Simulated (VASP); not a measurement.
# Ta in VASP: notebook

The runs below take Ta through electric field gradients, with PBE.

Program: VASP 6.6.1. These are calculated values, not measurements. Logs are shortened: lines on timing, memory, paths and dates and some standing lists are left out, and cuts for length are marked.

### Step 1. The cell of the first run

The structure is trigonal, space group R-3m (No. 166). The conventional cell has a = 4.600 Å, b = 4.600 Å, c = 2.946 Å, α = 90.00°, β = 90.00°, γ = 120.00°. Within 3.7 Å of Ta (site symmetry -3m) lie 14 Ta at 2.83 to 3.30 Å.

### Step 2. Electric field gradients, PBE (equal xy, yz and zx shear strains of +3 %)

Contents of INCAR:

```
SYSTEM = Ta
PREC = Accurate
ENCUT = 520
EDIFF = 1E-8
ISMEAR = -1
SIGMA = 0.08
LREAL = .FALSE.
LASPH = .TRUE.
NELM = 60
ALGO = Normal
ISIF = 2
LWAVE = .FALSE.
LCHARG = .FALSE.
GGA = PE
LEFG = .TRUE.
NBANDS = 12
```

Contents of KPOINTS:

```
regular mesh
0
G
  17 17 17
  0 0 0
```

Contents of POSCAR:

```
Ta
1.0
   -1.6017416000      1.6512800000      1.6512800000
    1.6512800000     -1.6017416000      1.6512800000
    1.6512800000      1.6512800000     -1.6017416000
Ta
1
Direct
    0.0000000000      0.0000000000      0.0000000000
```

Potentials or basis: VASP PAW PBE potentials, release 64 (Ta_pv).

The run is started by

```
> cat potpaw_PBE.64/Ta_pv/POTCAR > POTCAR
> mpirun -np 1 vasp_std > vasp.out
```

OUTCAR:

```text
SYSTEM = Ta
   PREC = Accurate
   ENCUT = 520
   EDIFF = 1E-8
   ISMEAR = -1
   LREAL = .FALSE.
   LASPH = .TRUE.
   NELM = 60
   ISIF = 2
   GGA = PE

 ion  position               nearest neighbor table
   1  0.000  0.000  0.000-

  LATTYP: Found a trigonal (rhomboedric) cell.
 ALAT       =     2.8317887333
 COS(alpha) =    -0.3196300452

  Lattice vectors:

 A1 = (  -1.6017416000,   1.6512800000,   1.6512800000)
 A2 = (   1.6512800000,  -1.6017416000,   1.6512800000)
 A3 = (   1.6512800000,   1.6512800000,  -1.6017416000)

Analysis of symmetry for initial positions (statically):
=====================================================================
 Subroutine PRICEL returns:
 Original cell was already a primitive cell.

 Routine SETGRP: Setting up the symmetry group for a
 trigonal (rhombohedral) supercell.

 Subroutine GETGRP returns: Found 12 space group operations
 (whereof 12 operations were pure point group operations)
 out of a pool of 12 trial point group operations.

The static configuration has the point symmetry D_3d.

Analysis of symmetry for dynamics (positions and initial velocities):
=====================================================================
 Subroutine PRICEL returns:
 Original cell was already a primitive cell.

 Routine SETGRP: Setting up the symmetry group for a
 trigonal (rhombohedral) supercell.

 Subroutine GETGRP returns: Found 12 space group operations
 (whereof 12 operations were pure point group operations)
 out of a pool of 12 trial point group operations.

The dynamic configuration has the point symmetry D_3d.

 Subroutine INISYM returns: Found 12 space group operations
 (whereof 12 operations are pure point group operations),
 and found     1 'primitive' translations

----------------------------------------------------------------------------------------

                                     Primitive cell

  volume of cell :      17.9983

  direct lattice vectors                    reciprocal lattice vectors
    -1.601741600  1.651280000  1.651280000    -0.008953588  0.298452917  0.298452917
     1.651280000 -1.601741600  1.651280000     0.298452917 -0.008953588  0.298452917
     1.651280000  1.651280000 -1.601741600     0.298452917  0.298452917 -0.008953588
[... 121 lines left out ...]

 Free energy of the ion-electron system (eV)
  ---------------------------------------------------
  ext. energy  EPLUGINS =         0.00000000
  ---------------------------------------------------
  free energy    TOTEN  =       -11.81194275 eV

  energy without entropy =      -11.78350793  energy(sigma->0) =      -11.79772534

 E-fermi :   5.4937     XC(G=0): -12.6196

 val. band max:        5.4924617503   @ k =  -0.1176   0.2353   0.0588
 cond. band min:       5.4976025367   @ k =  -0.1765   0.0588  -0.0000
 fundamental gap:      0.0051407864
 Fermi energy:         5.4936851564

 k-point     1 :       0.0000    0.0000    0.0000
  band No.  band energies     occupation
      1     -27.6497      2.00000
      2     -27.5299      2.00000
      3     -27.5299      2.00000
      4      -2.4242      2.00000
      5       5.9482      0.00680
      6       5.9482      0.00680
      7       6.7165      0.00000
      8       9.5615      0.00000
      9       9.5615      0.00000
     10      20.1996      0.00000
     11      20.2413      0.00000
     12      20.2413      0.00000
[... 331 lines left out ...]
 k-point    24 :      -0.1176    0.0588   -0.0000
  band No.  band energies     occupation
      1     -27.7152      2.00000
      2     -27.6210      2.00000
      3     -27.5436      2.00000
      4      -1.9621      2.00000
      5       5.7908      0.04762
      6       6.1336      0.00067
      7       6.7628      0.00000
      8       9.1118      0.00000
      9       9.5497      0.00000
     10      20.1993      0.00000
     11      20.6659      0.00000
     12      21.2952      0.00000

 [... further k-points ...]
[... 5 lines left out ...]
  --------------------------------------------------------------------------------------
  -------------------------------------------------------------------------------------
  Total        0.4102010      0.4102010      0.4102010     -0.2691250     -0.2691250     -0.2691250
  in kB       36.5153456     36.5153456     36.5153456    -23.9570210    -23.9570210    -23.9570210
  external PRESSURE =      36.5153456 kB  Pullay stress =       0.0000000 kB

 VOLUME and BASIS-vectors are now :
 -----------------------------------------------------------------------------
  energy-cutoff  :      520.00
  volume of cell :       18.00
      direct lattice vectors                 reciprocal lattice vectors
    -1.601741600  1.651280000  1.651280000    -0.008953588  0.298452917  0.298452917
     1.651280000 -1.601741600  1.651280000     0.298452917 -0.008953588  0.298452917
     1.651280000  1.651280000 -1.601741600     0.298452917  0.298452917 -0.008953588

 POSITION                                       TOTAL-FORCE (eV/Angst)
 -----------------------------------------------------------------------------------
      0.00000      0.00000      0.00000        -0.000000      0.000000     -0.000000
 -----------------------------------------------------------------------------------
    total drift:                                0.000000      0.000000     -0.000000

  FREE ENERGIE OF THE ION-ELECTRON SYSTEM (eV)
  ---------------------------------------------------
  free  energy   TOTEN  =       -11.8119427465 eV

  energy  without entropy=      -11.7835079308  energy(sigma->0) =      -11.79772534

 Electric field gradients (V/A^2)
---------------------------------------------------------------------
 ion       V_xx      V_yy      V_zz      V_xy      V_xz      V_yz
---------------------------------------------------------------------
   1      -0.000    -0.000     0.000   -17.352   -17.352   -17.352
---------------------------------------------------------------------

 Electric field gradients after diagonalization (V/A^2)
 (convention: |V_zz| > |V_xx| > |V_yy|)
----------------------------------------------------------------------
 ion       V_xx      V_yy      V_zz     asymmetry (V_yy - V_xx)/ V_zz
----------------------------------------------------------------------
   1      17.352    17.352   -34.703       0.000
----------------------------------------------------------------------

           NMR quadrupolar parameters

 Cq : quadrupolar parameter    Cq=e*Q*V_zz/h
 eta: asymmetry parameters     (V_yy - V_xx)/ V_zz
 Q  : nuclear electric quadrupole moment in mb (millibarn)
----------------------------------------------------------------------
 ion       Cq(MHz)       eta       Q (mb)
----------------------------------------------------------------------
   1      -0.084       0.000       1.000
----------------------------------------------------------------------
```

stdout:

```text
POSCAR found type information on POSCAR Ta
 POSCAR found :  1 types and       1 ions
 scaLAPACK will be used
 LDA part: xc-table for (Slater+PW92), standard interpolation
 POSCAR, INCAR and KPOINTS ok, starting setup
 FFT: planning ... GRIDC
 FFT: planning ... GRID_SOFT
 FFT: planning ... GRID
 WAVECAR not read
 entering main loop
ion   1
```

It took 33 s on 1 thread of Intel Xeon Platinum 8559C (Emerald Rapids), shared host; peak memory 0.22 GiB.

Results:

| Property | Result |
| --- | --- |
| Free energy | -11.8119 eV |
| Pressure | 3.7 GPa |

Stress tensor (GPa, compression positive):
```
 3.65 -2.40 -2.40
-2.40  3.65 -2.40
-2.40 -2.40  3.65
```

Levels at points of the mesh, in eV from the Fermi level:
| k point | band 4 | band 5 | band 6 | band 7 | band 8 | band 9 |
| --- | --- | --- | --- | --- | --- | --- |
| (0.00, 0.00, 0.00) | -7.92 | 0.45 | 0.45 | 1.22 | 4.07 | 4.07 |

Electric field gradients, principal values (V/Å²):
```tsv
atom	least	middle	greatest (by size)
1 Ta	17.352	17.352	-34.703
```

Caveat: the cell differs from its parent crystal (equal xy, yz and zx shear strains of +3 %); without QUAD_EFG the Cq values of the log hold for a quadrupole moment of 1 mb, not for the nuclei; spin-orbit coupling is left out, which moves the levels of the heavy elements.

### Step 3. Electric field gradients, PBE (zz strain of -3 %)

Contents of INCAR:

```
PREC = Accurate
ENCUT = 400
EDIFF = 1E-8
ISMEAR = -1
SIGMA = 0.08
LREAL = False
LASPH = True
NELM = 120
ALGO = Normal
ISIF = 2
LWAVE = False
LCHARG = False
GGA = PE
LEFG = True
NBANDS = 12
GGA_COMPAT = False
```

Contents of KPOINTS:

```
Automatic mesh
0
Gamma
  17 17 17
```

Contents of POSCAR:

```
Ta
1.0
   -1.6512800000      1.6512800000      1.6017416000
    1.6512800000     -1.6512800000      1.6017416000
    1.6512800000      1.6512800000     -1.6017416000
Ta
1
Direct
    0.0000000000      0.0000000000      0.0000000000
```

Potentials or basis: VASP PAW PBE potentials, release 64 (Ta_pv).

The run is started by

```
> cat potpaw_PBE.64/Ta_pv/POTCAR > POTCAR
> mpirun -np 1 vasp_std > vasp.out
```

OUTCAR:

```text
PREC = Accurate
   ENCUT = 400
   EDIFF = 1E-8
   ISMEAR = -1
   LREAL = False
   LASPH = True
   NELM = 120
   ISIF = 2
   GGA = PE

 ion  position               nearest neighbor table
   1  0.000  0.000  0.000-

  LATTYP: Found a body centered tetragonal cell.
 ALAT       =     3.3025600000
 C/A-ratio  =     0.9700000000

  Lattice vectors:

 A1 = (  -1.6512800000,   1.6512800000,   1.6017416000)
 A2 = (   1.6512800000,  -1.6512800000,   1.6017416000)
 A3 = (   1.6512800000,   1.6512800000,  -1.6017416000)

Analysis of symmetry for initial positions (statically):
=====================================================================
 Subroutine PRICEL returns:
 Original cell was already a primitive cell.

 Routine SETGRP: Setting up the symmetry group for a
 body centered tetragonal supercell.

 Subroutine GETGRP returns: Found 16 space group operations
 (whereof 16 operations were pure point group operations)
 out of a pool of 16 trial point group operations.

The static configuration has the point symmetry D_4h.

Analysis of symmetry for dynamics (positions and initial velocities):
=====================================================================
 Subroutine PRICEL returns:
 Original cell was already a primitive cell.

 Routine SETGRP: Setting up the symmetry group for a
 body centered tetragonal supercell.

 Subroutine GETGRP returns: Found 16 space group operations
 (whereof 16 operations were pure point group operations)
 out of a pool of 16 trial point group operations.

The dynamic configuration has the point symmetry D_4h.
[... 152 lines left out ...]
  band No.  band energies     occupation
      1     -27.2133      2.00000
      2     -27.2133      2.00000
      3     -27.2057      2.00000
      4      -2.2961      2.00000
      5       6.2090      0.00556
      6       6.6173      0.00003
      7       6.6173      0.00003
      8       9.5609      0.00000
      9      10.1281      0.00000
     10      20.5433      0.00000
     11      20.7110      0.00000
     12      20.7110      0.00000
[... 331 lines left out ...]
 k-point    24 :      -0.1176    0.0588    0.0000
  band No.  band energies     occupation
      1     -27.3522      2.00000
      2     -27.2401      2.00000
      3     -27.2217      2.00000
      4      -1.8267      2.00000
      5       6.0885      0.02483
      6       6.3998      0.00051
      7       7.0342      0.00000
      8       9.1952      0.00000
      9      10.0547      0.00000
     10      20.5428      0.00000
     11      21.1931      0.00000
     12      21.7458      0.00000

 [... further k-points ...]
[... 5 lines left out ...]
  --------------------------------------------------------------------------------------
  -------------------------------------------------------------------------------------
  Total        0.9694945      0.9694945      1.3561164      0.0000000      0.0000000      0.0000000
  in kB       88.9123451     88.9123451    124.3694337      0.0000000      0.0000000      0.0000000
  external PRESSURE =     100.7313746 kB  Pullay stress =       0.0000000 kB

 VOLUME and BASIS-vectors are now :
 -----------------------------------------------------------------------------
  energy-cutoff  :      400.00
  volume of cell :       17.47
      direct lattice vectors                 reciprocal lattice vectors
    -1.651280000  1.651280000  1.601741600     0.000000000  0.302795407  0.312160214
     1.651280000 -1.651280000  1.601741600     0.302795407  0.000000000  0.312160214
     1.651280000  1.651280000 -1.601741600     0.302795407  0.302795407  0.000000000

 POSITION                                       TOTAL-FORCE (eV/Angst)
 -----------------------------------------------------------------------------------
      0.00000      0.00000      0.00000         0.000000      0.000000      0.000000
 -----------------------------------------------------------------------------------
    total drift:                                0.000000     -0.000000     -0.000000

  FREE ENERGIE OF THE ION-ELECTRON SYSTEM (eV)
  ---------------------------------------------------
  free  energy   TOTEN  =       -11.7977904716 eV

  energy  without entropy=      -11.7711048673  energy(sigma->0) =      -11.78444767

 Electric field gradients (V/A^2)
---------------------------------------------------------------------
 ion       V_xx      V_yy      V_zz      V_xy      V_xz      V_yz
---------------------------------------------------------------------
   1      10.527    10.527   -21.054     0.001     0.001     0.001
---------------------------------------------------------------------

 Electric field gradients after diagonalization (V/A^2)
 (convention: |V_zz| > |V_xx| > |V_yy|)
----------------------------------------------------------------------
 ion       V_xx      V_yy      V_zz     asymmetry (V_yy - V_xx)/ V_zz
----------------------------------------------------------------------
   1      10.528    10.526   -21.054       0.000
----------------------------------------------------------------------

           NMR quadrupolar parameters

 Cq : quadrupolar parameter    Cq=e*Q*V_zz/h
 eta: asymmetry parameters     (V_yy - V_xx)/ V_zz
 Q  : nuclear electric quadrupole moment in mb (millibarn)
----------------------------------------------------------------------
 ion       Cq(MHz)       eta       Q (mb)
----------------------------------------------------------------------
   1      -0.051       0.000       1.000
----------------------------------------------------------------------
```

OSZICAR:

```text
N       E                     dE             d eps       ncg     rms          rms(c)
DAV:   1     0.506535866875E+02    0.50654E+02   -0.53442E+03  9824   0.726E+02
DAV:   2    -0.114228795701E+02   -0.62076E+02   -0.60469E+02 10896   0.217E+02
DAV:   3    -0.122328773841E+02   -0.81000E+00   -0.80272E+00 11444   0.241E+01
DAV:   4    -0.122347258215E+02   -0.18484E-02   -0.18483E-02 10868   0.128E+00
DAV:   5    -0.122347318471E+02   -0.60256E-05   -0.60250E-05 11532   0.666E-02    0.143E+01
DAV:   6    -0.119023731705E+02    0.33236E+00   -0.26456E-01 11428   0.557E+00    0.710E+00
DAV:   7    -0.117988224319E+02    0.10355E+00   -0.24498E-01 11312   0.501E+00    0.390E-01
DAV:   8    -0.117978234677E+02    0.99896E-03   -0.65329E-03 10348   0.702E-01    0.127E-01
DAV:   9    -0.117977969838E+02    0.26484E-04   -0.11421E-04 11408   0.116E-01    0.276E-02
DAV:  10    -0.117977905444E+02    0.64394E-05   -0.34167E-06 10656   0.204E-02    0.333E-03
DAV:  11    -0.117977905592E+02   -0.14804E-07   -0.14583E-07 10936   0.419E-03    0.506E-04
DAV:  12    -0.117977904460E+02    0.11317E-06   -0.45886E-09  6904   0.792E-04    0.873E-05
DAV:  13    -0.117977904724E+02   -0.26427E-07   -0.38521E-10  5444   0.228E-04    0.160E-05
DAV:  14    -0.117977904716E+02    0.81559E-09   -0.48616E-11  5104   0.878E-05
   1 F= -.11797790E+02 E0= -.11784448E+02  d E =-.266856E-01
```

stdout:

```text
POSCAR found type information on POSCAR Ta
 POSCAR found :  1 types and       1 ions
 scaLAPACK will be used
 LDA part: xc-table for (Slater+PW92), standard interpolation
 POSCAR, INCAR and KPOINTS ok, starting setup
 FFT: planning ... GRIDC
 FFT: planning ... GRID_SOFT
 FFT: planning ... GRID
 WAVECAR not read
 entering main loop
ion   1
```

It took 24 s on 1 thread of Intel Xeon 6975P-C, shared host; peak memory 0.17 GiB.

Results:

* Free energy: -11.7978 eV
* Pressure: 10.1 GPa

Stress tensor (GPa, compression positive):
```
 8.89  0.00  0.00
 0.00  8.89  0.00
 0.00  0.00 12.44
```

Levels at points of the mesh, in eV from the Fermi level:
```tsv
k point	band 2	band 3	band 4	band 5	band 6	band 7	band 8	band 9
(0.00, 0.00, 0.00)	-32.95	-32.94	-8.03	0.47	0.88	0.88	3.82	4.39
```

Electric field gradients, principal values (V/Å²):
```csv
atom,least,middle,greatest (by size)
1 Ta,10.526,10.528,-21.054
```

Caveat: the cell differs from its parent crystal (zz strain of -3 %); without QUAD_EFG the Cq values of the log hold for a quadrupole moment of 1 mb, not for the nuclei; spin-orbit coupling is left out, which moves the levels of the heavy elements.

(Part 1 of 2 ends here.)
